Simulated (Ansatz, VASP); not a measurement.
## Two plane-wave programs on BaRe

```
Ba Re
1.0
     3.90508    0.00000    0.00000
     0.00000    3.90508    0.00000
     0.00000    0.00000    3.90508
Ba Re
1 1
Direct
  0.00000 0.00000 0.00000
  0.50000 0.50000 0.50000
```

Alike in both runs: task single point; functional PBEsol; k mesh 8 × 8 × 8; occupations gaussian, width 0.05 eV; no spin polarisation.

|  | VASP | Ansatz |
| --- | --- | --- |
| version | VASP 6.6.1 | Ansatz 0.2.0 |
| potentials or method | VASP PAW PBE potentials, release 64 (Ba_sv, Re), cutoff 520 eV | scalar-relativistic, plane waves, PAW |
| valence electrons in the cell | 17 | 25 |

```csv
,VASP,Ansatz,Ansatz less VASP
gap on the k mesh at the Fermi level (eV),none,none,-
pressure (GPa),-7.3,-8.2,-0.88
```

VASP's potentials were made for PBE, not for PBEsol. A gap of «none» marks a metal or a gap that the smearing closes. With one functional, cell and mesh, what is left measures potentials, basis and numerics. VASP's potentials hold 17 valence electrons a cell and Ansatz's 25, so a difference there can come from the potentials and not from the codes.

Neither program's run includes spin-orbit coupling.
